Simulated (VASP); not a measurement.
# SnSe2 (P-3m1) in VASP: relaxation of the atoms with PBEsol

Aim: the relaxation of the atoms of SnSe2 with PBEsol.

All numbers are computed with VASP 6.6.1; they aren't measurements. Logs are shortened: lines on timing, memory, paths and dates and some standing lists are left out, and cuts for length are marked.

**1. The cell of the first run**

Symmetry: P-3m1, No. 164, trigonal system. Conventional cell: a = 3.830 Å, b = 3.830 Å, c = 6.120 Å, α = 90.00°, β = 90.00°, γ = 120.00°. Within 3.5 Å of Sn (site symmetry -3m) lie 6 Se at 2.69 Å. Within 3.5 Å of Se (site symmetry 3m) lie 3 Sn at 2.69 Å.

**2. Relaxation of the atoms, PBEsol**

The input, INCAR:

```
SYSTEM = SnSe2
PREC = Accurate
ENCUT = 450
EDIFF = 1E-7
ISMEAR = 0
SIGMA = 0.01
LREAL = .FALSE.
LASPH = .TRUE.
NELM = 120
ALGO = Normal
ISIF = 2
LWAVE = .FALSE.
LCHARG = .FALSE.
GGA = PS
IBRION = 2
NSW = 100
EDIFFG = -0.003
GGA_COMPAT = .FALSE.
NELMIN = 4
```

The input, KPOINTS:

```
Automatic mesh
0
G
  12 12 8
  0 0 0
```

The input, POSCAR:

```
SnSe2
1.0
    3.8300000000      0.0000000000      0.0000000000
   -1.9150000000      3.3168772965      0.0000000000
    0.0000000000      0.0000000000      6.1200000000
Sn Se
1 2
Direct
    0.0000000000      0.0000000000      0.0000000000
    0.3333333333      0.6666666667      0.2500000000
    0.6666666667      0.3333333333      0.7500000000
```

Potentials or basis: VASP PAW PBE potentials, release 64 (Sn_d, Se).

The run is started by

```console
$ cat potpaw_PBE.64/Sn_d/POTCAR potpaw_PBE.64/Se/POTCAR > POTCAR
$ mpirun -np 1 vasp_std > vasp.out
```

OUTCAR:

```text
SYSTEM = SnSe2
   PREC = Accurate
   ENCUT = 450
   EDIFF = 1E-7
   ISMEAR = 0
   LREAL = .FALSE.
   LASPH = .TRUE.
   NELM = 120
   ISIF = 2
   GGA = PS
   IBRION = 2
   NSW = 100
   EDIFFG = -0.003
   NELMIN = 4

 ion  position               nearest neighbor table
   1  0.000  0.000  0.000-   2 2.69   3 2.69   3 2.69   2 2.69   3 2.69   2 2.69
   2  0.333  0.667  0.250-   1 2.69   1 2.69   1 2.69
   3  0.667  0.333  0.750-   1 2.69   1 2.69   1 2.69

  LATTYP: Found a hexagonal cell.
 ALAT       =     3.8300000000
 C/A-ratio  =     1.5979112272

  Lattice vectors:

 A1 = (   3.8300000000,   0.0000000000,   0.0000000000)
 A2 = (  -1.9150000000,   3.3168772965,   0.0000000000)
 A3 = (   0.0000000000,   0.0000000000,   6.1200000000)

Analysis of symmetry for initial positions (statically):
=====================================================================
 Subroutine PRICEL returns:
 Original cell was already a primitive cell.

 Routine SETGRP: Setting up the symmetry group for a
 hexagonal supercell.

 Subroutine GETGRP returns: Found 12 space group operations
 (whereof 12 operations were pure point group operations)
 out of a pool of 24 trial point group operations.

The static configuration has the point symmetry D_3d.

Analysis of symmetry for dynamics (positions and initial velocities):
=====================================================================
 Subroutine PRICEL returns:
 Original cell was already a primitive cell.

 Routine SETGRP: Setting up the symmetry group for a
 hexagonal supercell.

 Subroutine GETGRP returns: Found 12 space group operations
 (whereof 12 operations were pure point group operations)
 out of a pool of 24 trial point group operations.

The dynamic configuration has the point symmetry D_3d.

 Subroutine INISYM returns: Found 12 space group operations
 (whereof 12 operations are pure point group operations),
 and found     1 'primitive' translations

----------------------------------------------------------------------------------------

                                     Primitive cell

  volume of cell :      77.7463

  direct lattice vectors                    reciprocal lattice vectors
     3.830000000  0.000000000  0.000000000     0.261096606  0.150744196  0.000000000
    -1.915000000  3.316877296  0.000000000     0.000000000  0.301488391  0.000000000
     0.000000000  0.000000000  6.120000000     0.000000000  0.000000000  0.163398693

  length of vectors
     3.830000000  3.830000000  6.120000000     0.301488391  0.301488391  0.163398693

  position of ions in fractional coordinates (direct lattice)
     0.000000000  0.000000000  0.000000000
     0.333333333  0.666666667  0.250000000
     0.666666667  0.333333333  0.750000000

  ion indices of the primitive-cell ions
   primitive index   ion index
                 1           1
                 2           2
                 3           3

----------------------------------------------------------------------------------------

 KPOINTS: Automatic mesh

Automatic generation of k-mesh.
 Grid dimensions read from file:
 generate k-points for:   12   12    8

 Generating k-lattice:

  Cartesian coordinates                     Fractional coordinates (reciprocal lattice)
     0.021758050  0.012562016  0.000000000     0.083333333  0.000000000  0.000000000
     0.000000000  0.025124033  0.000000000     0.000000000  0.083333333  0.000000000
     0.000000000  0.000000000  0.020424837     0.000000000  0.000000000  0.125000000

  Length of vectors
     0.025124033  0.025124033  0.020424837

  Shift w.r.t. Gamma in fractional coordinates (k-lattice)
     0.000000000  0.000000000  0.000000000

 Subroutine IBZKPT returns following result:
 ===========================================

 Found    131 irreducible k-points:

 Following reciprocal coordinates:
            Coordinates               Weight
  0.000000  0.000000  0.000000      1.000000
  0.083333  0.000000  0.000000      6.000000
  0.166667  0.000000  0.000000      6.000000
  0.250000  0.000000  0.000000      6.000000
  0.333333  0.000000  0.000000      6.000000
  0.416667  0.000000  0.000000      6.000000
[... 16 lines left out ...]
  0.166667  0.000000  0.125000      6.000000
  0.000000  0.166667  0.125000      6.000000
 [... further k-points ...]
   k-points           NKPTS =    131   k-points in BZ     NKDIM =    131   number of bands    NBANDS=     17
   number of dos      NEDOS =    301   number of ions     NIONS =      3
   total plane-waves  NPLWV =  32928
   dimension x,y,z NGX =    28 NGY =   28 NGZ =   42
   dimension x,y,z NGXF=    56 NGYF=   56 NGZF=   84
   ions per type =               1   2
   NGX,Y,Z   is equivalent  to a cutoff of  12.15, 12.15, 11.41 a.u.
   NGXF,Y,Z  is equivalent  to a cutoff of  24.31, 24.31, 22.82 a.u.
 SYSTEM =  SnSe2
   PREC   = accura    normal or accurate (medium, high low for compatibility)
   ISTART =      0    job   : 0-new  1-cont  2-samecut
   ICHARG =      2    charge: 1-file 2-atom 10-const
   ISPIN  =      1    spin polarized calculation?
   LNONCOLLINEAR =      F non collinear calculations
   LSORBIT =      F    spin-orbit coupling
   LASPH  =      T    aspherical Exc in radial PAW
   ENCUT  =  450.0 eV  33.07 Ry    5.75 a.u.   6.62  6.62 10.59*2*pi/ulx,y,z
   NELM   =    120;   NELMIN=  4; NELMDL= -5     # of ELM steps
   EDIFF  = 0.1E-06   stopping-criterion for ELM
   LREAL  =      F    real-space projection
   EDIFFG = -.3E-02   stopping-criterion for IOM
   NSW    =    100    number of steps for IOM
   IBRION =      2    ionic relax: 0-MD 1-quasi-New 2-CG
   NFREE  =      1    steps in history (QN), initial steepest desc. (CG)
   ISIF   =      2    stress and relaxation
   ISYM   =      2    0-nonsym 1-usesym 2-fastsym
   POTIM  = 0.5000    time-step for ionic-motion
   TEBEG  =    0.0;   TEEND  =   0.0 temperature during run
   PSTRESS=    0.0 pullay stress
   NELECT =      26.0000    total number of electrons
   NUPDOWN=      -1.0000    fix difference up-down
   EMIN   =  10.00;   EMAX   =-10.00  energy-range for DOS
   EFERMI =   0.00;   METHOD = LEGACY
   ISMEAR =     0;   SIGMA  =   0.01  broadening in eV -4-tet -1-fermi 0-gaus
   EFERMI_NEDOS =   21; number of points for ismear=-14 and -15
   IALGO  =     38    algorithm
   IMIX   =      4    mixing-type and parameters
     AMIX     =   0.40;   BMIX     =  1.00
     AMIX_MAG =   1.60;   BMIX_MAG =  1.00
  volume/ion in A,a.u.               =      25.92       174.89
  Fermi-wavevector in a.u.,A,eV,Ry     =   1.136334  2.147360 17.568597  1.291255
  Thomas-Fermi vector in A             =   2.273039
   LORBIT       =      0    0 simple, 1 ext, 2 COOP (PROOUT), +10 PAW based schemes
   GGA     = PS    functional components
   LHFCALC =     F    Hartree Fock is set to
   AEXX    =    0.0000 exact exchange contribution
   IVDW    =     0    specifies the selected vdW correction
   LEPSILON=     F    determine dielectric tensor
   LRPA    =     F    only Hartree local field effects (RPA)
 conjugate gradient relaxation of ions
 non-spin polarized calculation
 Gauss-broadening in eV      SIGMA  =   0.01
  energy-cutoff  :      450.00
  volume of cell :       77.75
 maximum number of plane-waves:      1725
 NGX is ok and might be reduce to    28
   NGX = 13   NGY = 13   NGZ = 21

--------------------------------------- Ionic step        1  -------------------------------------------

 number of electron      26.0000002 magnetization

 Free energy of the ion-electron system (eV)
  ---------------------------------------------------
  ext. energy  EPLUGINS =         0.00000000
  ---------------------------------------------------
  free energy    TOTEN  =       -12.95502246 eV

  energy without entropy =      -12.95502246  energy(sigma->0) =      -12.95502246

------------------------ aborting loop because EDIFF is reached ----------------------------------------

  FORCE on cell =-STRESS in cart. coord.  units (eV):
  Direction    XX          YY          ZZ          XY          YZ          ZX
  --------------------------------------------------------------------------------------
  -------------------------------------------------------------------------------------
  Total        0.5396059      0.5396059      1.5597410     -0.0000000     -0.0000000      0.0000000
  in kB       11.1200745     11.1200745     32.1427822     -0.0000000     -0.0000000      0.0000000
  external PRESSURE =      18.1276438 kB  Pullay stress =       0.0000000 kB

 VOLUME and BASIS-vectors are now :
 -----------------------------------------------------------------------------
  energy-cutoff  :      450.00
  volume of cell :       77.75
      direct lattice vectors                 reciprocal lattice vectors
     3.830000000  0.000000000  0.000000000     0.261096606  0.150744196  0.000000000
    -1.915000000  3.316877296  0.000000000     0.000000000  0.301488391  0.000000000
     0.000000000  0.000000000  6.120000000     0.000000000  0.000000000  0.163398693
[... 75 lines left out ...]
 POSITION                                       TOTAL-FORCE (eV/Angst)
 -----------------------------------------------------------------------------------
      0.00000      0.00000      0.00000        -0.000000      0.000000      0.000000
     -0.00000      2.21125      1.58340        -0.000000      0.000000      0.011159
      1.91500      1.10563      4.53660         0.000000     -0.000000     -0.011159
 -----------------------------------------------------------------------------------
    total drift:                                0.000000     -0.000000      0.000000

  FREE ENERGIE OF THE ION-ELECTRON SYSTEM (eV)
  ---------------------------------------------------
  free  energy   TOTEN  =       -12.9835253065 eV

  energy  without entropy=      -12.9835253065  energy(sigma->0) =      -12.98352531

--------------------------------------- Ionic step        4  -------------------------------------------

 number of electron      26.0000000 magnetization

 Free energy of the ion-electron system (eV)
  ---------------------------------------------------
  ext. energy  EPLUGINS =         0.00000000
  ---------------------------------------------------
  free energy    TOTEN  =       -12.98353806 eV

  energy without entropy =      -12.98353806  energy(sigma->0) =      -12.98353806

 E-fermi :   4.1589     XC(G=0):  -9.6563

 val. band max:        4.0825721922   @ k =   0.0833   0.0833   0.0000
 cond. band min:       4.5403019484   @ k =   0.0000   0.4167   0.3750
 fundamental gap:      0.4577297561
 Fermi energy:         4.1589210659

 k-point     1 :       0.0000    0.0000    0.0000
  band No.  band energies     occupation
      1     -17.1359      2.00000
      2     -17.1359      2.00000
      3     -17.1000      2.00000
      4     -17.0876      2.00000
      5     -17.0876      2.00000
      6      -9.8148      2.00000
[... 9 lines left out ...]
     16       8.5855      0.00000
     17       8.5855      0.00000
[... 441 lines left out ...]
 k-point    24 :       0.0000    0.1667    0.1250
  band No.  band energies     occupation
      1     -17.1472      2.00000
      2     -17.1270      2.00000
      3     -17.0958      2.00000
      4     -17.0906      2.00000
      5     -17.0862      2.00000
      6      -9.5230      2.00000
[... 9 lines left out ...]
     16       8.7751      0.00000
     17       9.1158      0.00000

 [... further k-points ...]
[... 5 lines left out ...]
  --------------------------------------------------------------------------------------
  -------------------------------------------------------------------------------------
  Total       -0.1356408     -0.1356408      0.0103007      0.0000000     -0.0000000      0.0000000
  in kB       -2.7952542     -2.7952542      0.2122746      0.0000000     -0.0000000      0.0000000
  external PRESSURE =      -1.7927446 kB  Pullay stress =       0.0000000 kB

 VOLUME and BASIS-vectors are now :
 -----------------------------------------------------------------------------
  energy-cutoff  :      450.00
  volume of cell :       77.75
      direct lattice vectors                 reciprocal lattice vectors
     3.830000000  0.000000000  0.000000000     0.261096606  0.150744196  0.000000000
    -1.915000000  3.316877296  0.000000000     0.000000000  0.301488391  0.000000000
     0.000000000  0.000000000  6.120000000     0.000000000  0.000000000  0.163398693

 POSITION                                       TOTAL-FORCE (eV/Angst)
 -----------------------------------------------------------------------------------
      0.00000      0.00000      0.00000        -0.000000      0.000000      0.000000
     -0.00000      2.21125      1.58457        -0.000000      0.000000      0.000311
      1.91500      1.10563      4.53543         0.000000     -0.000000     -0.000311
 -----------------------------------------------------------------------------------
    total drift:                               -0.000000     -0.000000      0.000000

  FREE ENERGIE OF THE ION-ELECTRON SYSTEM (eV)
  ---------------------------------------------------
  free  energy   TOTEN  =       -12.9835380648 eV

  energy  without entropy=      -12.9835380648  energy(sigma->0) =      -12.98353806

 reached required accuracy - stopping structural energy minimisation
```

Run time: 9.3 min. Hardware: 1 thread of Intel Xeon 8259CL, shared host; peak memory 0.29 GiB.

Results:

- Free energy: -12.9835 eV
- Energy gained by relaxing: 9.5 meV/atom
- Ionic steps: 4
- Pressure after relaxing: -0.2 GPa
- Band gap on the k mesh: 0.46 eV, indirect (least direct gap 0.89 eV)

Stress tensor (GPa, compression positive):
```
-0.28  0.00  0.00
 0.00 -0.28  0.00
 0.00  0.00  0.02
```

The path:
```tsv
step	energy change (eV)	largest force (eV/Å)	pressure (GPa)
1	0.0000	0.5299	1.81
2	-0.0206	0.2762	0.85
3	-0.0285	0.0112	-0.13
4	-0.0285	0.0003	-0.18
```

Final structure:
```
CELL_PARAMETERS angstrom
3.83000 0.00000 0.00000
-1.91500 3.31688 0.00000
0.00000 0.00000 6.12000
ATOMIC_POSITIONS crystal
Sn 0.00000 0.00000 0.00000
Se 0.33333 0.66667 0.25892
Se 0.66667 0.33333 0.74108
```

Caveat: the PAW data sets were made with another functional, which shifts forces and pressure a little; spin-orbit coupling is left out, which moves the levels of the heavy elements; this functional lacks dispersion, which binds the layers, so the pressure and a relaxed spacing across them are unreliable. A k mesh can miss the band edges.
